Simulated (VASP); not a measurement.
Crystal: TiB2.

```
Ti B
1.0
     3.02920    0.00000    0.00000
    -1.51460    2.62336    0.00000
     0.00000    0.00000    3.22840
Ti B
1 2
Direct
  0.00000 0.00000 0.00000
  0.66667 0.33333 0.50000
  0.33333 0.66667 0.50000
```

Base run:

* Program: VASP 6.6.1
* Functional: LDA
* Potentials or basis: VASP PAW LDA potentials, release 64 (Ti_sv, B)
* Cutoff: 520 eV
* k mesh: 10 × 10 × 8
* Occupations: fermi-dirac, width 0.05 eV
* Spin: no spin polarisation
* Hubbard terms: Ti d U = 5.0 eV

Its results: band gap on the k mesh zero (band 9 reaches 11.00 eV, above the bottom of band 10 at 10.39 eV); pressure -0.7 GPa.

Question: The run is repeated on the same cell with these changes: hubbard terms from Ti d U = 5.0 eV to none. What comes out?

Answer: Band gap on the k mesh zero (band 9 reaches 10.29 eV, above the bottom of band 10 at 9.74 eV); pressure -10.7 GPa.

Caveats: U without spin polarisation on a metal has little footing (some runs); the U is typed as a test and isn't derived for this compound (some runs).
